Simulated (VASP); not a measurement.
# Pd (Fm-3m) in VASP: a series of runs

Runs on Pd. Level: PBE. Tasks: single point.

All numbers are computed with VASP 6.6.1; they aren't measurements. Logs are shortened: lines on timing, memory, paths and dates and some standing lists are left out, and cuts for length are marked.

## Step 1: The cell of the first run

It takes space group Fm-3m (No. 225, cubic). The conventional cell has a = 3.947 Å, b = 3.947 Å, c = 3.947 Å, α = 90.00°, β = 90.00°, γ = 90.00°. Within 3.7 Å of Pd (site symmetry m-3m) lie 12 Pd at 2.79 Å.

## Step 2: Single point, PBE, collinear spin, ferromagnetic start

Input file INCAR:

```
PREC = Accurate
ENCUT = 520
EDIFF = 1E-7
ISMEAR = -1
SIGMA = 0.1
LREAL = F
LASPH = T
NELM = 150
ALGO = Normal
ISIF = 2
LWAVE = F
LCHARG = F
ISPIN = 2
MAGMOM = 0.288
LORBIT = 11
LMAXMIX = 4
GGA = PE
NBANDS = 15
```

Input file KPOINTS:

```
Automatic mesh
0
Gamma
  7 7 7
```

Input file POSCAR:

```
Pd
1.0
    0.0000000000      1.9737080106      1.9737080106
    1.9737080106      0.0000000000      1.9737080106
    1.9737080106      1.9737080106      0.0000000000
Pd
1
Direct
    0.0000000000      0.0000000000      0.0000000000
```

Potentials or basis: VASP PAW PBE potentials, release 64 (Pd).

Started as:

```console
> cat potpaw_PBE.64/Pd/POTCAR > POTCAR
> mpirun -np 1 vasp_std > vasp.out
```

OUTCAR:

```text
PREC = Accurate
   ENCUT = 520
   EDIFF = 1E-7
   ISMEAR = -1
   LREAL = F
   LASPH = T
   NELM = 150
   ISIF = 2
   ISPIN = 2
   LORBIT = 11
   GGA = PE

 ion  position               nearest neighbor table
   1  0.000  0.000  0.000-

  LATTYP: Found a face centered cubic cell.
 ALAT       =     3.9474160212

  Lattice vectors:

 A1 = (   0.0000000000,   1.9737080106,   1.9737080106)
 A2 = (   1.9737080106,   0.0000000000,   1.9737080106)
 A3 = (   1.9737080106,   1.9737080106,   0.0000000000)

Analysis of symmetry for initial positions (statically):
=====================================================================
 Subroutine PRICEL returns:
 Original cell was already a primitive cell.

 Routine SETGRP: Setting up the symmetry group for a
 face centered cubic supercell.

 Subroutine GETGRP returns: Found 48 space group operations
 (whereof 48 operations were pure point group operations)
 out of a pool of 48 trial point group operations.

The static configuration has the point symmetry O_h .

Analysis of symmetry for dynamics (positions and initial velocities):
=====================================================================
 Subroutine PRICEL returns:
 Original cell was already a primitive cell.

 Routine SETGRP: Setting up the symmetry group for a
 face centered cubic supercell.

 Subroutine GETGRP returns: Found 48 space group operations
 (whereof 48 operations were pure point group operations)
 out of a pool of 48 trial point group operations.

The dynamic configuration has the point symmetry O_h .

Analysis of structural, dynamic, and magnetic symmetry:
=====================================================================
 Subroutine PRICEL returns:
 Original cell was already a primitive cell.

 Routine SETGRP: Setting up the symmetry group for a
 face centered cubic supercell.

 Subroutine GETGRP returns: Found 48 space group operations
 (whereof 48 operations were pure point group operations)
 out of a pool of 48 trial point group operations.

The overall configuration has the point symmetry O_h .

 Subroutine INISYM returns: Found 48 space group operations
 (whereof 48 operations are pure point group operations),
 and found     1 'primitive' translations

----------------------------------------------------------------------------------------

                                     Primitive cell

  volume of cell :      15.3773

  direct lattice vectors                    reciprocal lattice vectors
     0.000000000  1.973708011  1.973708011    -0.253330278  0.253330278  0.253330278
     1.973708011  0.000000000  1.973708011     0.253330278 -0.253330278  0.253330278
     1.973708011  1.973708011  0.000000000     0.253330278  0.253330278 -0.253330278

  length of vectors
     2.791244637  2.791244637  2.791244637     0.438780913  0.438780913  0.438780913

  position of ions in fractional coordinates (direct lattice)
     0.000000000  0.000000000  0.000000000

  ion indices of the primitive-cell ions
   primitive index   ion index
                 1           1

----------------------------------------------------------------------------------------

 KPOINTS: Automatic mesh

Automatic generation of k-mesh.
 Grid dimensions read from file:
 generate k-points for:    7    7    7

 Generating k-lattice:

  Cartesian coordinates                     Fractional coordinates (reciprocal lattice)
    -0.036190040  0.036190040  0.036190040     0.142857143  0.000000000  0.000000000
     0.036190040 -0.036190040  0.036190040     0.000000000  0.142857143  0.000000000
     0.036190040  0.036190040 -0.036190040     0.000000000  0.000000000  0.142857143

  Length of vectors
     0.062682988  0.062682988  0.062682988

  Shift w.r.t. Gamma in fractional coordinates (k-lattice)
     0.000000000  0.000000000  0.000000000

 Subroutine IBZKPT returns following result:
 ===========================================

 Found     20 irreducible k-points:

 Following reciprocal coordinates:
            Coordinates               Weight
  0.000000  0.000000  0.000000      1.000000
  0.142857  0.000000  0.000000      8.000000
  0.285714  0.000000  0.000000      8.000000
  0.428571  0.000000  0.000000      8.000000
  0.142857  0.142857  0.000000      6.000000
  0.285714  0.142857  0.000000     24.000000
[... 12 lines left out ...]
 -0.428571  0.428571  0.142857     24.000000
 -0.285714  0.428571  0.142857     24.000000
   k-points           NKPTS =     20   k-points in BZ     NKDIM =     20   number of bands    NBANDS=     15
   number of dos      NEDOS =    301   number of ions     NIONS =      1
   total plane-waves  NPLWV =  13824
   dimension x,y,z NGX =    24 NGY =   24 NGZ =   24
   dimension x,y,z NGXF=    48 NGYF=   48 NGZF=   48
   ions per type =               1
   NGX,Y,Z   is equivalent  to a cutoff of  14.29, 14.29, 14.29 a.u.
   NGXF,Y,Z  is equivalent  to a cutoff of  28.59, 28.59, 28.59 a.u.
 SYSTEM =  unknown system
   PREC   = accura    normal or accurate (medium, high low for compatibility)
   ISTART =      0    job   : 0-new  1-cont  2-samecut
   ICHARG =      2    charge: 1-file 2-atom 10-const
   ISPIN  =      2    spin polarized calculation?
   LNONCOLLINEAR =      F non collinear calculations
   LSORBIT =      F    spin-orbit coupling
   LASPH  =      T    aspherical Exc in radial PAW
   ENCUT  =  520.0 eV  38.22 Ry    6.18 a.u.   5.19  5.19  5.19*2*pi/ulx,y,z
   NELM   =    150;   NELMIN=  2; NELMDL= -5     # of ELM steps
   EDIFF  = 0.1E-06   stopping-criterion for ELM
   LREAL  =      F    real-space projection
   EDIFFG = 0.1E-05   stopping-criterion for IOM
   NSW    =      0    number of steps for IOM
   IBRION =     -1    ionic relax: 0-MD 1-quasi-New 2-CG
   NFREE  =      0    steps in history (QN), initial steepest desc. (CG)
   ISIF   =      2    stress and relaxation
   ISYM   =      2    0-nonsym 1-usesym 2-fastsym
   POTIM  = 0.5000    time-step for ionic-motion
   TEBEG  =    0.0;   TEEND  =   0.0 temperature during run
   PSTRESS=    0.0 pullay stress
   NELECT =      10.0000    total number of electrons
   NUPDOWN=      -1.0000    fix difference up-down
   EMIN   =  10.00;   EMAX   =-10.00  energy-range for DOS
   EFERMI =   0.00;   METHOD = LEGACY
   ISMEAR =    -1;   SIGMA  =   0.10  broadening in eV -4-tet -1-fermi 0-gaus
   EFERMI_NEDOS =   21; number of points for ismear=-14 and -15
   IALGO  =     38    algorithm
   IMIX   =      4    mixing-type and parameters
     AMIX     =   0.40;   BMIX     =  1.00
     AMIX_MAG =   1.60;   BMIX_MAG =  1.00
  volume/ion in A,a.u.               =      15.38       103.77
  Fermi-wavevector in a.u.,A,eV,Ry     =   1.418345  2.680284 27.370881  2.011703
  Thomas-Fermi vector in A             =   2.539480
   LORBIT       =     11    0 simple, 1 ext, 2 COOP (PROOUT), +10 PAW based schemes
   GGA     = PE    functional components
   LHFCALC =     F    Hartree Fock is set to
   AEXX    =    0.0000 exact exchange contribution
   IVDW    =     0    specifies the selected vdW correction
   LEPSILON=     F    determine dielectric tensor
   LRPA    =     F    only Hartree local field effects (RPA)
 spin polarized calculation
  energy-cutoff  :      520.00
  volume of cell :       15.38
 maximum number of plane-waves:       424
 NGX is ok and might be reduce to    24
   NGX = 11   NGY = 11   NGZ = 11

 number of electron      10.0000000 magnetization      -0.0056411

 number of electron      10.0000000 magnetization       0.0007661

 Free energy of the ion-electron system (eV)
  ---------------------------------------------------
  ext. energy  EPLUGINS =         0.00000000
  ---------------------------------------------------
  free energy    TOTEN  =        -5.26811624 eV

  energy without entropy =       -5.19934385  energy(sigma->0) =       -5.23373004

 E-fermi :   9.1816     XC(G=0): -12.9190

 val. band max:        9.1778369365   @ k =  -0.2857   0.4286   0.1429
 cond. band min:       9.1847103771   @ k =  -0.4286   0.4286   0.1429
 fundamental gap:      0.0068734405
 Fermi energy:         9.1816399551

 spin component 1

 k-point     1 :       0.0000    0.0000    0.0000
  band No.  band energies     occupation
      1       2.2760      1.00000
      2       6.4738      1.00000
      3       6.4738      1.00000
      4       6.4738      1.00000
      5       7.9791      0.99999
      6       7.9791      0.99999
      7      26.2614      0.00000
      8      30.7990      0.00000
      9      30.7990      0.00000
     10      30.7990      0.00000
     11      35.4861      0.00000
     12      36.1322      0.00000
     13      38.8831      0.00000
     14      38.8831      0.00000
     15      38.8831      0.00000
[... 325 lines left out ...]
 k-point    20 :      -0.2857    0.4286    0.1429
  band No.  band energies     occupation
      1       5.0845      1.00000
      2       5.5860      1.00000
      3       6.4205      1.00000
      4       7.9408      1.00000
      5       9.1771      0.51132
      6      16.6361      0.00000
      7      17.2830      0.00000
      8      19.6279      0.00000
      9      22.4526      0.00000
     10      31.9566      0.00000
     11      35.6756      0.00000
     12      35.6798      0.00000
     13      38.2430      0.00000
     14      42.3036      0.00000
     15      42.7120      0.00000
 Fermi energy:         9.1816399551

 spin component 2

 k-point     1 :       0.0000    0.0000    0.0000
  band No.  band energies     occupation
      1       2.2760      1.00000
      2       6.4744      1.00000
      3       6.4744      1.00000
      4       6.4744      1.00000
      5       7.9796      0.99999
      6       7.9796      0.99999
      7      26.2614      0.00000
      8      30.7990      0.00000
      9      30.7990      0.00000
     10      30.7990      0.00000
     11      35.4867      0.00000
     12      36.1325      0.00000
     13      38.8832      0.00000
     14      38.8832      0.00000
     15      38.8832      0.00000
[... 325 lines left out ...]
 k-point    20 :      -0.2857    0.4286    0.1429
  band No.  band energies     occupation
      1       5.0849      1.00000
      2       5.5865      1.00000
      3       6.4210      1.00000
      4       7.9412      1.00000
      5       9.1778      0.50951
      6      16.6363      0.00000
      7      17.2832      0.00000
      8      19.6281      0.00000
      9      22.4528      0.00000
     10      31.9567      0.00000
     11      35.6757      0.00000
     12      35.6808      0.00000
     13      38.2431      0.00000
     14      42.3037      0.00000
     15      42.7123      0.00000

------------------------ aborting loop because EDIFF is reached ----------------------------------------

  FORCE on cell =-STRESS in cart. coord.  units (eV):
  Direction    XX          YY          ZZ          XY          YZ          ZX
  --------------------------------------------------------------------------------------
  -------------------------------------------------------------------------------------
  Total       -0.0042572     -0.0042572     -0.0042572      0.0000000      0.0000000     -0.0000000
  in kB       -0.4435670     -0.4435670     -0.4435670      0.0000000      0.0000000     -0.0000000
  external PRESSURE =      -0.4435670 kB  Pullay stress =       0.0000000 kB

 VOLUME and BASIS-vectors are now :
 -----------------------------------------------------------------------------
  energy-cutoff  :      520.00
  volume of cell :       15.38
      direct lattice vectors                 reciprocal lattice vectors
     0.000000000  1.973708011  1.973708011    -0.253330278  0.253330278  0.253330278
     1.973708011  0.000000000  1.973708011     0.253330278 -0.253330278  0.253330278
     1.973708011  1.973708011  0.000000000     0.253330278  0.253330278 -0.253330278

 POSITION                                       TOTAL-FORCE (eV/Angst)
 -----------------------------------------------------------------------------------
      0.00000      0.00000      0.00000         0.000000      0.000000     -0.000000
 -----------------------------------------------------------------------------------
    total drift:                               -0.000000      0.000000     -0.000000

  FREE ENERGIE OF THE ION-ELECTRON SYSTEM (eV)
  ---------------------------------------------------
  free  energy   TOTEN  =        -5.2681162392 eV

  energy  without entropy=       -5.1993438468  energy(sigma->0) =       -5.23373004

 total charge

# of ion       s       p       d       tot
------------------------------------------
    1        0.467   0.425   8.471   9.363

 magnetization (x)

# of ion       s       p       d       tot
------------------------------------------
    1       -0.000  -0.000   0.001   0.001
```

Run time: 45 s. Hardware: 1 thread of Intel Xeon 8259CL, shared host; peak memory 0.15 GiB.

What came out:

```
Free energy                                           : -5.2681 eV
Pressure                                              : 0.0 GPa
Band gap on the k mesh                                : zero (filled and empty bands overlap)
Net moment                                            : 0.00 μB per cell
Valence electrons inside the program's atomic spheres : Pd 9.36
```

Caveat: the k points lie up to 0.39 Å⁻¹ apart.

(Continued in part 2 of 2.)
